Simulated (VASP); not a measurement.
# Ti2Cl (C2/m) in VASP: notebook

The runs below take Ti2Cl through single point, with PBE.

Program: VASP 6.6.1. These are calculated values, not measurements. Logs are shortened: lines on timing, memory, paths and dates and some standing lists are left out, and cuts for length are marked.

**1. The cell of the first run**

Symmetry: C2/m, No. 12, monoclinic system. The conventional cell has a = 6.205 Å, b = 3.807 Å, c = 4.373 Å, α = 90.00°, β = 90.04°, γ = 90.00°. Ti (site symmetry m) has 3 Cl at 2.30 to 2.57 Å and 3 Ti at 2.76 to 2.99 Å within 3.0 Å. Cl (site symmetry 2/m) has 6 Ti at 2.30 to 2.57 Å within 3.0 Å.

**2. Single point, PBE, collinear spin, ferromagnetic start**

File INCAR:

```
PREC = Accurate ; ENCUT = 520
EDIFF = 1E-6 ; ISMEAR = 0
SIGMA = 0.1 ; LREAL = False
LASPH = True ; NELM = 150
ALGO = Normal ; ISIF = 2
LWAVE = False ; LCHARG = False
ISPIN = 2 ; MAGMOM = 1 1 0
LORBIT = 11 ; LMAXMIX = 4
GGA = PE ; NBANDS = 26
```

File KPOINTS:

```
regular mesh
0
Gamma
  6 6 4
```

File POSCAR:

```
Ti2Cl
1.0
    3.1023778700     -1.9035897900      0.0000000000
    3.1023778700      1.9035897900      0.0000000000
   -0.0029000600      0.0000000000      4.3726584500
Ti Cl
2 1
Direct
    0.6893500100      0.6893500100      0.2883299900
    0.3106499900      0.3106499900      0.7116700100
    0.0000000000      0.0000000000      0.0000000000
```

Potentials or basis: VASP PAW PBE potentials, release 64 (Ti_sv, Cl).

Run with:

```sh
> cat potpaw_PBE.64/Ti_sv/POTCAR potpaw_PBE.64/Cl/POTCAR > POTCAR
> mpirun -np 1 vasp_std > vasp.out
```

OUTCAR:

```text
PREC = Accurate
   ENCUT = 520
   EDIFF = 1E-6
   ISMEAR = 0
   LREAL = False
   LASPH = True
   NELM = 150
   ISIF = 2
   ISPIN = 2
   LORBIT = 11
   GGA = PE

 ion  position               nearest neighbor table
   1  0.689  0.689  0.288-   3 2.30   3 2.57   3 2.57   2 2.76   2 2.76
   2  0.311  0.311  0.712-   3 2.30   3 2.57   3 2.57   1 2.76   1 2.76
   3  0.000  0.000  0.000-   1 2.30   2 2.30   1 2.57   1 2.57   2 2.57   2 2.57

  LATTYP: Found a base centered monoclinic cell.
 ALAT       =     6.2047557400
 B/A-ratio  =     0.6135905650
 C/A-ratio  =     0.7047270827
 COS(beta)  =    -0.0006632257

  Lattice vectors:

 A1 = (   3.1023778700,  -1.9035897900,   0.0000000000)
 A2 = (   3.1023778700,   1.9035897900,   0.0000000000)
 A3 = (  -0.0029000600,   0.0000000000,   4.3726584500)

Analysis of symmetry for initial positions (statically):
=====================================================================
 Subroutine PRICEL returns:
 Original cell was already a primitive cell.

 Routine SETGRP: Setting up the symmetry group for a
 base centered monoclinic supercell.

 Subroutine GETGRP returns: Found  4 space group operations
 (whereof  4 operations were pure point group operations)
 out of a pool of  4 trial point group operations.

The static configuration has the point symmetry C_2h.

Analysis of symmetry for dynamics (positions and initial velocities):
=====================================================================
 Subroutine PRICEL returns:
 Original cell was already a primitive cell.

 Routine SETGRP: Setting up the symmetry group for a
 base centered monoclinic supercell.

 Subroutine GETGRP returns: Found  4 space group operations
 (whereof  4 operations were pure point group operations)
 out of a pool of  4 trial point group operations.

The dynamic configuration has the point symmetry C_2h.

Analysis of structural, dynamic, and magnetic symmetry:
=====================================================================
 Subroutine PRICEL returns:
 Original cell was already a primitive cell.

 Routine SETGRP: Setting up the symmetry group for a
 base centered monoclinic supercell.

 Subroutine GETGRP returns: Found  4 space group operations
 (whereof  4 operations were pure point group operations)
 out of a pool of  4 trial point group operations.

The overall configuration has the point symmetry C_2h.

[... 116 lines left out ...]
   EFERMI_NEDOS =   21; number of points for ismear=-14 and -15
   IALGO  =     38    algorithm
   IMIX   =      4    mixing-type and parameters
     AMIX     =   0.40;   BMIX     =  1.00
     AMIX_MAG =   1.60;   BMIX_MAG =  1.00
  volume/ion in A,a.u.               =      17.22       116.18
  Fermi-wavevector in a.u.,A,eV,Ry     =   1.380959  2.609635 25.946969  1.907048
  Thomas-Fermi vector in A             =   2.505788
   LORBIT       =     11    0 simple, 1 ext, 2 COOP (PROOUT), +10 PAW based schemes
   GGA     = PE    functional components
   LHFCALC =     F    Hartree Fock is set to
   AEXX    =    0.0000 exact exchange contribution
   IVDW    =     0    specifies the selected vdW correction
   LEPSILON=     F    determine dielectric tensor
   LRPA    =     F    only Hartree local field effects (RPA)
 spin polarized calculation
 Gauss-broadening in eV      SIGMA  =   0.10
  energy-cutoff  :      520.00
  volume of cell :       51.65
 maximum number of plane-waves:      1408
   NGX = 13   NGY = 13   NGZ = 17

 number of electron      31.0000000 magnetization       0.0037883

 Free energy of the ion-electron system (eV)
  ---------------------------------------------------
  ext. energy  EPLUGINS =         0.00000000
  ---------------------------------------------------
  free energy    TOTEN  =       -17.48869601 eV

  energy without entropy =      -17.47001810  energy(sigma->0) =      -17.47935706

 E-fermi :   8.7386     XC(G=0): -11.1410

 val. band max:        8.7267890043   @ k =   0.5000   0.3333   0.0000
 cond. band min:       8.7463577755   @ k =  -0.3333   0.3333   0.0000
 fundamental gap:      0.0195687711
 Fermi energy:         8.7385813759

 spin component 1

 k-point     1 :       0.0000    0.0000    0.0000
  band No.  band energies     occupation
      1     -48.4608      1.00000
      2     -48.3608      1.00000
      3     -24.8589      1.00000
      4     -24.7985      1.00000
      5     -24.7793      1.00000
      6     -24.7289      1.00000
[... 685 lines left out ...]
     25      14.3545      0.00000
     26      15.9459      0.00000

 [... further k-points ...]

 spin component 2

 k-point     1 :       0.0000    0.0000    0.0000
  band No.  band energies     occupation
      1     -48.4595      1.00000
      2     -48.3595      1.00000
      3     -24.8573      1.00000
      4     -24.7970      1.00000
      5     -24.7782      1.00000
      6     -24.7279      1.00000
[... 685 lines left out ...]
     25      14.3555      0.00000
     26      15.9464      0.00000

 [... further k-points ...]
[... 5 lines left out ...]
  --------------------------------------------------------------------------------------
  -------------------------------------------------------------------------------------
  Total       -1.3103255     -2.9890850      5.0285606      0.0000000      0.0000000     -1.0529099
  in kB      -40.6486547    -92.7267923    155.9949939      0.0000000      0.0000000    -32.6631597
  external PRESSURE =       7.5398490 kB  Pullay stress =       0.0000000 kB

 VOLUME and BASIS-vectors are now :
 -----------------------------------------------------------------------------
  energy-cutoff  :      520.00
  volume of cell :       51.65
      direct lattice vectors                 reciprocal lattice vectors
     3.102377870 -1.903589790  0.000000000     0.161166699 -0.262661632  0.000106890
     3.102377870  1.903589790  0.000000000     0.161166699  0.262661632  0.000106890
    -0.002900060  0.000000000  4.372658450     0.000000000  0.000000000  0.228693828

 POSITION                                       TOTAL-FORCE (eV/Angst)
 -----------------------------------------------------------------------------------
      4.27641      0.00000      1.26077        -0.474423     -0.000000     -0.908659
      1.92544      0.00000      3.11189         0.474423     -0.000000      0.908659
      0.00000      0.00000      0.00000         0.000000      0.000000      0.000000
 -----------------------------------------------------------------------------------
    total drift:                                0.000000      0.000000     -0.000000

  FREE ENERGIE OF THE ION-ELECTRON SYSTEM (eV)
  ---------------------------------------------------
  free  energy   TOTEN  =       -17.4886960112 eV

  energy  without entropy=      -17.4700180989  energy(sigma->0) =      -17.47935706

 total charge

# of ion       s       p       d       tot
------------------------------------------
    1        2.185   6.083   1.996  10.264
    2        2.185   6.083   1.996  10.264
    3        1.601   3.515   0.000   5.116
--------------------------------------------------
tot          5.971  15.681   3.992  25.644

 magnetization (x)

# of ion       s       p       d       tot
------------------------------------------
    1        0.000   0.000   0.001   0.001
    2        0.000   0.000   0.001   0.001
    3        0.000  -0.000   0.000  -0.000
--------------------------------------------------
tot          0.000   0.000   0.002   0.002
```

OSZICAR:

```text
N       E                     dE             d eps       ncg     rms          rms(c)
DAV:   1     0.365616001665E+03    0.36562E+03   -0.14790E+04  4888   0.135E+03
DAV:   2     0.234563546403E+02   -0.34216E+03   -0.32666E+03  4978   0.420E+02
DAV:   3    -0.150542578284E+02   -0.38511E+02   -0.36893E+02  7316   0.124E+02
DAV:   4    -0.188680851791E+02   -0.38138E+01   -0.37219E+01  6884   0.334E+01
DAV:   5    -0.190145931595E+02   -0.14651E+00   -0.14636E+00  6522   0.572E+00    0.157E+01
DAV:   6    -0.174840607586E+02    0.15305E+01   -0.58327E+00  5478   0.232E+01    0.488E+00
DAV:   7    -0.174823915042E+02    0.16693E-02   -0.47361E-01  6078   0.516E+00    0.305E+00
DAV:   8    -0.174825669228E+02   -0.17542E-03   -0.78206E-02  6190   0.200E+00    0.153E+00
DAV:   9    -0.174876329098E+02   -0.50660E-02   -0.10362E-02  6656   0.808E-01    0.601E-01
DAV:  10    -0.174883926147E+02   -0.75970E-03   -0.40418E-03  6908   0.461E-01    0.143E-01
DAV:  11    -0.174886509457E+02   -0.25833E-03   -0.57711E-04  6150   0.204E-01    0.533E-02
DAV:  12    -0.174886762871E+02   -0.25341E-04   -0.79654E-05  6626   0.795E-02    0.376E-02
DAV:  13    -0.174886864462E+02   -0.10159E-04   -0.23889E-05  6462   0.360E-02    0.213E-02
DAV:  14    -0.174886921740E+02   -0.57278E-05   -0.95902E-06  6140   0.188E-02    0.100E-02
DAV:  15    -0.174886954950E+02   -0.33210E-05   -0.65005E-06  5086   0.150E-02    0.351E-03
DAV:  16    -0.174886960112E+02   -0.51618E-06   -0.70819E-07  2820   0.669E-03
   1 F= -.17488696E+02 E0= -.17479357E+02  d E =-.186779E-01  mag=     0.0021
```

stdout:

```text
POSCAR found type information on POSCAR TiCl
 POSCAR found :  2 types and       3 ions
 scaLAPACK will be used
 LDA part: xc-table for (Slater+PW92), standard interpolation
 POSCAR, INCAR and KPOINTS ok, starting setup
 FFT: planning ... GRIDC
 FFT: planning ... GRID_SOFT
 FFT: planning ... GRID
 WAVECAR not read
 entering main loop
```

Wall time 68 s (1 thread of AMD EPYC 9R45 (Zen 5), shared host); peak memory 0.21 GiB.

Results:

| Property | Result |
| --- | --- |
| Free energy | -17.4887 eV |
| Pressure | 0.8 GPa |
| Largest force | 1.025 eV/Å |
| Net moment | 0.00 μB per cell |
| Valence electrons inside the program's atomic spheres | Ti 10.26; Cl 5.12 |

Forces in eV/Å, atoms in the order of the input:
```
Ti  -0.474  0.000 -0.909
Ti   0.474  0.000  0.909
Cl   0.000  0.000  0.000
```

Stress tensor (GPa, compression positive):
```
-4.06  0.00 -3.27
 0.00 -9.27  0.00
-3.27  0.00 15.60
```

Levels at points of the mesh, in eV from the Fermi level:
Spin up:
```
           k point  band 14  band 15  band 16  band 17  band 18  band 19
(0.00, 0.00, 0.00)    -0.91    -0.70    -0.08     0.09     0.23     0.60
(0.50, 0.00, 0.00)    -1.23    -0.44     0.58     1.06     1.22     1.32
(0.50, 0.50, 0.00)    -1.52    -0.61    -0.03     1.20     1.42     1.45
(0.00, 0.00, 0.50)    -0.81    -0.58    -0.12     0.31     0.65     0.78
(0.50, 0.00, 0.50)    -0.66    -0.65     0.25     0.43     1.11     1.27
(0.50, 0.50, 0.50)    -0.83    -0.20     0.12     0.20     1.08     1.25
```
Spin down:
```tsv
k point	band 14	band 15	band 16	band 17	band 18	band 19
(0.00, 0.00, 0.00)	-0.91	-0.70	-0.08	0.09	0.23	0.60
(0.50, 0.00, 0.00)	-1.23	-0.44	0.58	1.06	1.23	1.32
(0.50, 0.50, 0.00)	-1.52	-0.61	-0.03	1.20	1.43	1.45
(0.00, 0.00, 0.50)	-0.81	-0.58	-0.12	0.31	0.65	0.78
(0.50, 0.00, 0.50)	-0.66	-0.65	0.25	0.43	1.11	1.27
(0.50, 0.50, 0.50)	-0.83	-0.20	0.12	0.20	1.09	1.25
```

Caveat: forces of over 1 eV/Å act on the atoms, so gaps and moduli don't describe the material at rest.

(Continued in part 2 of 2.)
